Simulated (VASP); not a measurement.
Here is a VASP 6.6.1 calculation.

File INCAR:

```
SYSTEM = Ba
PREC = Accurate ; ENCUT = 520
EDIFF = 1E-6 ; ISMEAR = 0
SIGMA = 0.1 ; LREAL = .False.
LASPH = .True. ; NELM = 80
ALGO = Normal ; ISIF = 2
LWAVE = .False. ; LCHARG = .True.
GGA = PE ; LELF = .True.
LVHAR = .True. ; NBANDS = 11
```

The input KPOINTS:

```
regular mesh
0
Gamma
  12 12 12
  0 0 0
```

Contents of POSCAR:

```
Ba
1.0
   -2.5367250000      2.5367250000      2.5367250000
    2.5367250000     -2.5367250000      2.5367250000
    2.5367250000      2.5367250000     -2.5367250000
Ba
1
Direct
    0.0000000000      0.0000000000      0.0000000000
```

Potentials or basis: VASP PAW PBE potentials, release 64 (Ba_sv).

Command:

```console
$ cat potpaw_PBE.64/Ba_sv/POTCAR > POTCAR
$ mpirun -np 1 vasp_std > vasp.out
```

(1) Predict the pressure.

(2) Predict the band gap on the k mesh.

## Answers

(1) -0.2 GPa.

(2) zero (bands 5 and 6 overlap by 0.99 eV).

Caveat: the cell differs from its parent crystal (strained); spin-orbit coupling is left out, which moves the levels of the heavy elements.
